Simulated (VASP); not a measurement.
# PbS (CrB type) (Cmcm) in VASP: single point with PBE+D3(BJ)

Aim: the single point of PbS (CrB type) with PBE+D3(BJ).

Program: VASP 6.6.1. These are calculated values, not measurements. Logs are shortened: lines on timing, memory, paths and dates and some standing lists are left out, and cuts for length are marked.

**1. The cell of the first run**

The structure is orthorhombic, space group Cmcm (No. 63). Conventional cell: a = 3.955 Å, b = 10.960 Å, c = 4.180 Å, α = 90.00°, β = 90.00°, γ = 90.00°. Pb (site symmetry m2m) has 7 S at 2.67 to 3.44 Å and 2 Pb at 3.38 Å within 3.5 Å. S (site symmetry m2m) has 7 Pb at 2.67 to 3.44 Å and 8 S at 3.63 to 3.96 Å within 4.0 Å.

**2. Single point, PBE+D3(BJ)**

File INCAR:

```
  ALGO = Normal
  EDIFF = 1E-6
  ENCUT = 500
  GGA = PE
  GGA_COMPAT = F
  ISIF = 2
  ISMEAR = 0
  IVDW = 12
  LASPH = T
  LCHARG = F
  LREAL = F
  LWAVE = F
  NBANDS = 28
  NELM = 120
  PREC = Accurate
  SIGMA = 0.03
```

File KPOINTS:

```
k-points
0
Gamma
  12 12 12
```

File POSCAR:

```
PbS
1.0
    1.9775290395     -5.4800272236      0.0000000000
    1.9775290395      5.4800272236      0.0000000000
    0.0000000000      0.0000000000      4.1804895913
Pb S
2 2
Direct
    0.8789796816      0.1210203184      0.2500000000
    0.1210203184      0.8789796816      0.7500000000
    0.6354976875      0.3645023125      0.2500000000
    0.3645023125      0.6354976875      0.7500000000
```

Potentials or basis: VASP PAW PBE potentials, release 64 (Pb_d, S).

The run is started by

```console
$ cat potpaw_PBE.64/Pb_d/POTCAR potpaw_PBE.64/S/POTCAR > POTCAR
$ mpirun -np 1 vasp_std > vasp.out
```

OUTCAR:

```text
EDIFF = 1E-6
   ENCUT = 500
   GGA = PE
   ISIF = 2
   ISMEAR = 0
   IVDW = 12
   LASPH = T
   LREAL = F
   NELM = 120
   PREC = Accurate
 IVDW          = 12

 ion  position               nearest neighbor table
   1  0.879  0.121  0.250-   3 2.67   4 2.88   4 2.88   4 2.88   4 2.88   2 3.38   2 3.38   3 3.44
                             3 3.44   2 4.03   2 4.03   2 4.03   2 4.03
   2  0.121  0.879  0.750-   4 2.67   3 2.88   3 2.88   3 2.88   3 2.88   1 3.38   1 3.38   4 3.44
                             4 3.44   1 4.03   1 4.03   1 4.03   1 4.03
   3  0.635  0.365  0.250-   1 2.67   2 2.88   2 2.88   2 2.88   2 2.88   1 3.44   1 3.44
   4  0.365  0.635  0.750-   2 2.67   1 2.88   1 2.88   1 2.88   1 2.88   2 3.44   2 3.44

  LATTYP: Found a base centered orthorhombic cell.
 ALAT       =     3.9550580790
 B/A-ratio  =     2.7711487994
 C/A-ratio  =     1.0569982811

  Lattice vectors:

 A1 = (   1.9775290395,  -5.4800272236,   0.0000000000)
 A2 = (   1.9775290395,   5.4800272236,   0.0000000000)
 A3 = (   0.0000000000,   0.0000000000,   4.1804895913)

Analysis of symmetry for initial positions (statically):
=====================================================================
 Subroutine PRICEL returns:
 Original cell was already a primitive cell.

 Routine SETGRP: Setting up the symmetry group for a
 base centered orthorhombic supercell.

 Subroutine GETGRP returns: Found  8 space group operations
 (whereof  4 operations were pure point group operations)
 out of a pool of  8 trial point group operations.

The static configuration has the point symmetry C_2h.
 The point group associated with its full space group is D_2h.

Analysis of symmetry for dynamics (positions and initial velocities):
=====================================================================
 Subroutine PRICEL returns:
 Original cell was already a primitive cell.

 Routine SETGRP: Setting up the symmetry group for a
 base centered orthorhombic supercell.

 Subroutine GETGRP returns: Found  8 space group operations
 (whereof  4 operations were pure point group operations)
 out of a pool of  8 trial point group operations.

The dynamic configuration has the point symmetry C_2h.
 The point group associated with its full space group is D_2h.

 Subroutine INISYM returns: Found  8 space group operations
 (whereof  4 operations are pure point group operations),
 and found     1 'primitive' translations

----------------------------------------------------------------------------------------

                                     Primitive cell

  volume of cell :      90.6072

  direct lattice vectors                    reciprocal lattice vectors
     1.977529040 -5.480027224  0.000000000     0.252840788 -0.091240423  0.000000000
     1.977529040  5.480027224  0.000000000     0.252840788  0.091240423  0.000000000
     0.000000000  0.000000000  4.180489591     0.000000000  0.000000000  0.239206432

  length of vectors
     5.825917908  5.825917908  4.180489591     0.268799700  0.268799700  0.239206432

  position of ions in fractional coordinates (direct lattice)
     0.878979682  0.121020318  0.250000000
     0.121020318  0.878979682  0.750000000
     0.635497687  0.364502313  0.250000000
     0.364502313  0.635497687  0.750000000

  ion indices of the primitive-cell ions
   primitive index   ion index
                 1           1
                 2           2
                 3           3
                 4           4

----------------------------------------------------------------------------------------

 KPOINTS: k-points

Automatic generation of k-mesh.
 Grid dimensions read from file:
 generate k-points for:   12   12   12

 Generating k-lattice:

  Cartesian coordinates                     Fractional coordinates (reciprocal lattice)
     0.021070066 -0.007603369  0.000000000     0.083333333  0.000000000  0.000000000
     0.021070066  0.007603369  0.000000000     0.000000000  0.083333333  0.000000000
     0.000000000  0.000000000  0.019933869     0.000000000  0.000000000  0.083333333

  Length of vectors
     0.022399975  0.022399975  0.019933869

  Shift w.r.t. Gamma in fractional coordinates (k-lattice)
     0.000000000  0.000000000  0.000000000

 Subroutine IBZKPT returns following result:
 ===========================================

 Found    301 irreducible k-points:

 Following reciprocal coordinates:
            Coordinates               Weight
  0.000000  0.000000  0.000000      1.000000
  0.083333  0.000000  0.000000      4.000000
  0.166667  0.000000  0.000000      4.000000
  0.250000 -0.000000  0.000000      4.000000
  0.333333 -0.000000  0.000000      4.000000
  0.416667  0.000000  0.000000      4.000000
[... 16 lines left out ...]
  0.500000  0.166667  0.000000      4.000000
 -0.416667  0.166667  0.000000      4.000000
 [... further k-points ...]
   k-points           NKPTS =    301   k-points in BZ     NKDIM =    301   number of bands    NBANDS=     28
   number of dos      NEDOS =    301   number of ions     NIONS =      4
   total plane-waves  NPLWV =  52920
   dimension x,y,z NGX =    42 NGY =   42 NGZ =   30
   dimension x,y,z NGXF=    84 NGYF=   84 NGZF=   60
   ions per type =               2   2
   NGX,Y,Z   is equivalent  to a cutoff of  11.98, 11.98, 11.93 a.u.
   NGXF,Y,Z  is equivalent  to a cutoff of  23.97, 23.97, 23.86 a.u.
 SYSTEM =  unknown system
   PREC   = accura    normal or accurate (medium, high low for compatibility)
   ISTART =      0    job   : 0-new  1-cont  2-samecut
   ICHARG =      2    charge: 1-file 2-atom 10-const
   ISPIN  =      1    spin polarized calculation?
   LNONCOLLINEAR =      F non collinear calculations
   LSORBIT =      F    spin-orbit coupling
   LASPH  =      T    aspherical Exc in radial PAW
   ENCUT  =  500.0 eV  36.75 Ry    6.06 a.u.  10.62 10.62  7.62*2*pi/ulx,y,z
   NELM   =    120;   NELMIN=  2; NELMDL= -5     # of ELM steps
   EDIFF  = 0.1E-05   stopping-criterion for ELM
   LREAL  =      F    real-space projection
   EDIFFG = 0.1E-04   stopping-criterion for IOM
   NSW    =      0    number of steps for IOM
   IBRION =     -1    ionic relax: 0-MD 1-quasi-New 2-CG
   NFREE  =      0    steps in history (QN), initial steepest desc. (CG)
   ISIF   =      2    stress and relaxation
   ISYM   =      2    0-nonsym 1-usesym 2-fastsym
   POTIM  = 0.5000    time-step for ionic-motion
   TEBEG  =    0.0;   TEEND  =   0.0 temperature during run
   PSTRESS=    0.0 pullay stress
   NELECT =      40.0000    total number of electrons
   NUPDOWN=      -1.0000    fix difference up-down
   EMIN   =  10.00;   EMAX   =-10.00  energy-range for DOS
   EFERMI =   0.00;   METHOD = LEGACY
   ISMEAR =     0;   SIGMA  =   0.03  broadening in eV -4-tet -1-fermi 0-gaus
   EFERMI_NEDOS =   21; number of points for ismear=-14 and -15
   IALGO  =     38    algorithm
   IMIX   =      4    mixing-type and parameters
     AMIX     =   0.40;   BMIX     =  1.00
     AMIX_MAG =   1.60;   BMIX_MAG =  1.00
  volume/ion in A,a.u.               =      22.65       152.86
  Fermi-wavevector in a.u.,A,eV,Ry     =   1.246543  2.355625 21.141676  1.553869
  Thomas-Fermi vector in A             =   2.380716
   LORBIT       =      0    0 simple, 1 ext, 2 COOP (PROOUT), +10 PAW based schemes
   GGA     = PE    functional components
   LHFCALC =     F    Hartree Fock is set to
   AEXX    =    0.0000 exact exchange contribution
   IVDW    =    12    specifies the selected vdW correction
   LEPSILON=     F    determine dielectric tensor
   LRPA    =     F    only Hartree local field effects (RPA)
 non-spin polarized calculation
 Gauss-broadening in eV      SIGMA  =   0.03
  energy-cutoff  :      500.00
  volume of cell :       90.61
 maximum number of plane-waves:      2324
   NGX = 21   NGY = 21   NGZ = 15

 number of electron      40.0000000 magnetization

 Free energy of the ion-electron system (eV)
  ---------------------------------------------------
  ext. energy  EPLUGINS =         0.00000000
  ---------------------------------------------------
  free energy    TOTEN  =       -16.94543580 eV

  energy without entropy =      -16.94543580  energy(sigma->0) =      -16.94543580

 E-fermi :   7.2405     XC(G=0): -10.4265

 val. band max:        7.0651150755   @ k =   0.5000   0.5000   0.3333
 cond. band min:       7.9667944377   @ k =   0.2500   0.1667   0.0000
 fundamental gap:      0.9016793622
 Fermi energy:         7.2405093666

 k-point     1 :       0.0000    0.0000    0.0000
  band No.  band energies     occupation
      1      -9.7826      2.00000
      2      -9.6543      2.00000
      3      -9.6197      2.00000
      4      -9.5558      2.00000
      5      -9.5149      2.00000
      6      -9.4985      2.00000
[... 20 lines left out ...]
     27      13.7980      0.00000
     28      13.8192      0.00000

 k-point     2 :       0.0833    0.0000    0.0000
  band No.  band energies     occupation
      1      -9.7750      2.00000
      2      -9.6527      2.00000
      3      -9.6155      2.00000
      4      -9.5498      2.00000
      5      -9.5197      2.00000
      6      -9.5018      2.00000
[... 20 lines left out ...]
     27      13.8637      0.00000
     28      13.9314      0.00000

 k-point     3 :       0.1667    0.0000    0.0000
  band No.  band energies     occupation
      1      -9.7539      2.00000
      2      -9.6485      2.00000
      3      -9.6050      2.00000
      4      -9.5352      2.00000
      5      -9.5326      2.00000
      6      -9.5117      2.00000
[... 20 lines left out ...]
     27      14.0243      0.00000
     28      14.0854      0.00000

 k-point     4 :       0.2500   -0.0000    0.0000
  band No.  band energies     occupation
      1      -9.7235      2.00000
      2      -9.6427      2.00000
      3      -9.5930      2.00000
      4      -9.5502      2.00000
      5      -9.5350      2.00000
      6      -9.5158      2.00000
[... 578 lines left out ...]
     27      15.1429      0.00000
     28      15.7004      0.00000

 k-point    23 :       0.5000    0.1667    0.0000
  band No.  band energies     occupation
      1      -9.6610      2.00000
      2      -9.6254      2.00000
      3      -9.5998      2.00000
      4      -9.5715      2.00000
      5      -9.5564      2.00000
      6      -9.5194      2.00000
[... 20 lines left out ...]
     27      14.7221      0.00000
     28      15.4246      0.00000

 k-point    24 :      -0.4167    0.1667    0.0000
  band No.  band energies     occupation
      1      -9.6952      2.00000
      2      -9.6258      2.00000
      3      -9.6024      2.00000
      4      -9.5591      2.00000
      5      -9.5480      2.00000
      6      -9.5186      2.00000
[... 20 lines left out ...]
     27      13.8020      0.00000
     28      15.3608      0.00000

 [... further k-points ...]

------------------------ aborting loop because EDIFF is reached ----------------------------------------

 Edisp (eV)   -1.61174

 E8    (eV) :    -0.7256

  FORCE on cell =-STRESS in cart. coord.  units (eV):
  Direction    XX          YY          ZZ          XY          YZ          ZX
  --------------------------------------------------------------------------------------
  -------------------------------------------------------------------------------------
  Total       3.79409     3.78868     3.80433     0.00000     0.00000     0.00000
  in kB      67.08972    66.99391    67.27080     0.00000     0.00000     0.00000
  external pressure =       67.12 kB  Pullay stress =        0.00 kB

 VOLUME and BASIS-vectors are now :
 -----------------------------------------------------------------------------
  energy-cutoff  :      500.00
  volume of cell :       90.61
      direct lattice vectors                 reciprocal lattice vectors
     1.977529040 -5.480027224  0.000000000     0.252840788 -0.091240423  0.000000000
     1.977529040  5.480027224  0.000000000     0.252840788  0.091240423  0.000000000
     0.000000000  0.000000000  4.180489591     0.000000000  0.000000000  0.239206432

 POSITION                                       TOTAL-FORCE (eV/Angst)
 -----------------------------------------------------------------------------------
      1.97753     -4.15364      1.04512         0.000000      0.000708      0.000000
      1.97753      4.15364      3.13537         0.000000     -0.000708      0.000000
      1.97753     -1.48506      1.04512         0.000000     -0.001079     -0.000000
      1.97753      1.48506      3.13537         0.000000      0.001079     -0.000000
 -----------------------------------------------------------------------------------
    total drift:                               -0.000000     -0.000000      0.000000

  FREE ENERGIE OF THE ION-ELECTRON SYSTEM (eV)
  ---------------------------------------------------
  free  energy   TOTEN  =       -18.5571776334 eV

  energy  without entropy=      -18.5571776334  energy(sigma->0) =      -18.55717763
```

Run time: 15 min. Hardware: 1 thread of Intel Xeon 8259CL, shared host; peak memory 0.67 GiB.

Results:

| Item | Value |
| --- | --- |
| Free energy | -18.5572 eV |
| Pressure | 6.7 GPa |
| Band gap on the k mesh | 0.90 eV (least direct gap 0.98 eV) |
| Dispersion energy per atom | -0.403 eV |

Caveat: the cell stands under pressure; spin-orbit coupling is left out, which moves the levels of the heavy elements.
